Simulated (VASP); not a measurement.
# BAs (I-4m2) in VASP: single point with PBE

Aim: the single point of BAs with PBE.

All numbers are computed with VASP 6.6.1; they aren't measurements. Logs are shortened: lines on timing, memory, paths and dates and some standing lists are left out, and cuts for length are marked.

## 1. The cell of the first run

Symmetry: I-4m2, No. 119, tetragonal system. Conventional cell: a = 3.383 Å, b = 3.383 Å, c = 4.855 Å, α = 90.00°, β = 90.00°, γ = 90.00°. B (site symmetry -4m2) has 4 As at 2.08 Å within 2.8 Å. As (site symmetry -4m2) has 4 B at 2.08 Å within 2.8 Å.

## 2. Single point, PBE (uniaxial z strain +1.5%)

The input, INCAR:

```
PREC = Accurate ; ENCUT = 560
EDIFF = 1E-6 ; ISMEAR = -1
SIGMA = 0.02 ; LREAL = F
LASPH = T ; NELM = 120
ALGO = Normal ; ISIF = 2
LWAVE = F ; LCHARG = F
GGA = PE ; NBANDS = 16
GGA_COMPAT = F
```

The input, KPOINTS:

```
Automatic mesh
0
Gamma
  10 10 10
```

The input, POSCAR:

```
BAs
1.0
    0.0000000000      2.3918676074      2.4277456215
    2.3918676074      0.0000000000      2.4277456215
    2.3918676074      2.3918676074      0.0000000000
B As
1 1
Direct
    0.0000000000      0.0000000000      0.0000000000
    0.2500000000      0.2500000000      0.2500000000
```

Potentials or basis: VASP PAW PBE potentials, release 64 (B, As_d).

On the command line:

```console
$ cat potpaw_PBE.64/B/POTCAR potpaw_PBE.64/As_d/POTCAR > POTCAR
$ mpirun -np 1 vasp_std > vasp.out
```

OUTCAR:

```text
PREC = Accurate
   ENCUT = 560
   EDIFF = 1E-6
   ISMEAR = -1
   LREAL = F
   LASPH = T
   NELM = 120
   ISIF = 2
   GGA = PE

 ion  position               nearest neighbor table
   1  0.000  0.000  0.000-   2 2.08   2 2.08   2 2.08   2 2.08
   2  0.250  0.250  0.250-   1 2.08   1 2.08   1 2.08   1 2.08

  LATTYP: Found a body centered tetragonal cell.
 ALAT       =     3.3826116098
 C/A-ratio  =     1.4354267658

  Lattice vectors:

 A1 = (  -2.3918676074,   0.0000000000,   2.4277456215)
 A2 = (   2.3918676074,   0.0000000000,   2.4277456215)
 A3 = (   0.0000000000,   2.3918676074,  -2.4277456215)

Analysis of symmetry for initial positions (statically):
=====================================================================
 Subroutine PRICEL returns:
 Original cell was already a primitive cell.

 Routine SETGRP: Setting up the symmetry group for a
 body centered tetragonal supercell.

 Subroutine GETGRP returns: Found  8 space group operations
 (whereof  8 operations were pure point group operations)
 out of a pool of 16 trial point group operations.

The static configuration has the point symmetry D_2d.

Analysis of symmetry for dynamics (positions and initial velocities):
=====================================================================
 Subroutine PRICEL returns:
 Original cell was already a primitive cell.

 Routine SETGRP: Setting up the symmetry group for a
 body centered tetragonal supercell.

 Subroutine GETGRP returns: Found  8 space group operations
 (whereof  8 operations were pure point group operations)
 out of a pool of 16 trial point group operations.

The dynamic configuration has the point symmetry D_2d.

 Subroutine INISYM returns: Found  8 space group operations
 (whereof  8 operations are pure point group operations),
 and found     1 'primitive' translations

----------------------------------------------------------------------------------------

                                     Primitive cell

  volume of cell :      27.7784

  direct lattice vectors                    reciprocal lattice vectors
     0.000000000  2.391867607  2.427745622    -0.209041670  0.209041670  0.205952385
     2.391867607  0.000000000  2.427745622     0.209041670 -0.209041670  0.205952385
     2.391867607  2.391867607  0.000000000     0.209041670  0.209041670 -0.205952385

  length of vectors
     3.408075623  3.408075623  3.382611610     0.360296024  0.360296024  0.360296024
[... 79 lines left out ...]
   ENCUT  =  560.0 eV  41.16 Ry    6.42 a.u.   6.58  6.58  6.53*2*pi/ulx,y,z
   NELM   =    120;   NELMIN=  2; NELMDL= -5     # of ELM steps
   EDIFF  = 0.1E-05   stopping-criterion for ELM
   LREAL  =      F    real-space projection
   EDIFFG = 0.1E-04   stopping-criterion for IOM
   NSW    =      0    number of steps for IOM
   IBRION =     -1    ionic relax: 0-MD 1-quasi-New 2-CG
   NFREE  =      0    steps in history (QN), initial steepest desc. (CG)
   ISIF   =      2    stress and relaxation
   ISYM   =      2    0-nonsym 1-usesym 2-fastsym
   POTIM  = 0.5000    time-step for ionic-motion
   TEBEG  =    0.0;   TEEND  =   0.0 temperature during run
   PSTRESS=    0.0 pullay stress
   NELECT =      18.0000    total number of electrons
   NUPDOWN=      -1.0000    fix difference up-down
   EMIN   =  10.00;   EMAX   =-10.00  energy-range for DOS
   EFERMI =   0.00;   METHOD = LEGACY
   ISMEAR =    -1;   SIGMA  =   0.02  broadening in eV -4-tet -1-fermi 0-gaus
   EFERMI_NEDOS =   21; number of points for ismear=-14 and -15
   IALGO  =     38    algorithm
   IMIX   =      4    mixing-type and parameters
     AMIX     =   0.40;   BMIX     =  1.00
     AMIX_MAG =   1.60;   BMIX_MAG =  1.00
  volume/ion in A,a.u.               =      13.89        93.73
  Fermi-wavevector in a.u.,A,eV,Ry     =   1.416652  2.677084 27.305572  2.006903
  Thomas-Fermi vector in A             =   2.537964
   LORBIT       =      0    0 simple, 1 ext, 2 COOP (PROOUT), +10 PAW based schemes
   GGA     = PE    functional components
   LHFCALC =     F    Hartree Fock is set to
   AEXX    =    0.0000 exact exchange contribution
   IVDW    =     0    specifies the selected vdW correction
   LEPSILON=     F    determine dielectric tensor
   LRPA    =     F    only Hartree local field effects (RPA)
 non-spin polarized calculation
  energy-cutoff  :      560.00
  volume of cell :       27.78
 maximum number of plane-waves:       877
 NGX is ok and might be reduce to    28
   NGX = 13   NGY = 13   NGZ = 13

 number of electron      18.0000006 magnetization

 Free energy of the ion-electron system (eV)
  ---------------------------------------------------
  ext. energy  EPLUGINS =         0.00000000
  ---------------------------------------------------
  free energy    TOTEN  =       -11.44248233 eV

  energy without entropy =      -11.44248233  energy(sigma->0) =      -11.44248233

 E-fermi :   5.1536     XC(G=0): -11.0411

 val. band max:        4.6647188379   @ k =   0.0000   0.0000   0.0000
 cond. band min:       5.7585890416   @ k =   0.4000   0.0000   0.4000
 fundamental gap:      1.0938702037
 Fermi energy:         5.1535664591

 k-point     1 :       0.0000    0.0000    0.0000
  band No.  band energies     occupation
      1     -31.1426      2.00000
      2     -31.1403      2.00000
      3     -31.1403      2.00000
      4     -31.1200      2.00000
      5     -31.1182      2.00000
      6     -10.6102      2.00000
[... 433 lines left out ...]
      3     -31.1292      2.00000
      4     -31.1217      2.00000
      5     -31.1160      2.00000
      6      -8.0644      2.00000
[... 8 lines left out ...]
     15      20.1236      0.00000
     16      20.7409      0.00000

 [... further k-points ...]

------------------------ aborting loop because EDIFF is reached ----------------------------------------

  FORCE on cell =-STRESS in cart. coord.  units (eV):
  Direction    XX          YY          ZZ          XY          YZ          ZX
  --------------------------------------------------------------------------------------
  -------------------------------------------------------------------------------------
  Total        0.1644863      0.1644863     -0.3742195      0.0000000     -0.0000000      0.0000000
  in kB        9.4870861      9.4870861    -21.5838816      0.0000000     -0.0000000      0.0000000
  external PRESSURE =      -0.8699032 kB  Pullay stress =       0.0000000 kB

 VOLUME and BASIS-vectors are now :
 -----------------------------------------------------------------------------
  energy-cutoff  :      560.00
  volume of cell :       27.78
      direct lattice vectors                 reciprocal lattice vectors
     0.000000000  2.391867607  2.427745622    -0.209041670  0.209041670  0.205952385
     2.391867607  0.000000000  2.427745622     0.209041670 -0.209041670  0.205952385
     2.391867607  2.391867607  0.000000000     0.209041670  0.209041670 -0.205952385

 POSITION                                       TOTAL-FORCE (eV/Angst)
 -----------------------------------------------------------------------------------
      0.00000      0.00000      0.00000        -0.000000     -0.000000     -0.000000
      1.19593      1.19593      1.21387         0.000000      0.000000      0.000000
 -----------------------------------------------------------------------------------
    total drift:                                0.000001      0.000001      0.000001

  FREE ENERGIE OF THE ION-ELECTRON SYSTEM (eV)
  ---------------------------------------------------
  free  energy   TOTEN  =       -11.4424823253 eV

  energy  without entropy=      -11.4424823253  energy(sigma->0) =      -11.44248233
```

OSZICAR:

```text
N       E                     dE             d eps       ncg     rms          rms(c)
DAV:   1     0.945110067477E+02    0.94511E+02   -0.85047E+03  3648   0.548E+03
DAV:   2    -0.198061741935E+01   -0.96492E+02   -0.91405E+02  3752   0.661E+02
DAV:   3    -0.118023152233E+02   -0.98217E+01   -0.97721E+01  3776   0.915E+01
DAV:   4    -0.120553684014E+02   -0.25305E+00   -0.25302E+00  4120   0.157E+01
DAV:   5    -0.120587400335E+02   -0.33716E-02   -0.33716E-02  3816   0.217E+00    0.532E+00
DAV:   6    -0.115033457418E+02    0.55539E+00   -0.81674E-01  4080   0.649E+00    0.263E+00
DAV:   7    -0.114481734599E+02    0.55172E-01   -0.13684E-01  4256   0.243E+00    0.105E+00
DAV:   8    -0.114422221610E+02    0.59513E-02   -0.16438E-02  4448   0.185E+00    0.968E-02
DAV:   9    -0.114423697332E+02   -0.14757E-03   -0.11829E-03  4080   0.682E-01    0.437E-02
DAV:  10    -0.114424711055E+02   -0.10137E-03   -0.21190E-04  4176   0.295E-01    0.179E-02
DAV:  11    -0.114424813990E+02   -0.10293E-04   -0.25491E-05  4240   0.910E-02    0.559E-03
DAV:  12    -0.114424823253E+02   -0.92635E-06   -0.26214E-06  4440   0.288E-02
   1 F= -.11442482E+02 E0= -.11442482E+02  d E =-.497555E-13
```

It took 39 s on 1 thread of Intel Xeon Platinum 8375C at 2.90GHz (Ice Lake), shared host; peak memory 0.19 GiB.

What came out:

```
Free energy            : -11.4425 eV
Pressure               : -0.1 GPa
Band gap on the k mesh : 1.09 eV (least direct gap 3.18 eV)
```

Stress tensor (GPa, compression positive):
```
 0.95  0.00  0.00
 0.00  0.95  0.00
 0.00  0.00 -2.16
```

Caveat: the cell differs from its parent crystal (uniaxial z strain +1.5%). A k mesh can miss the band edges.
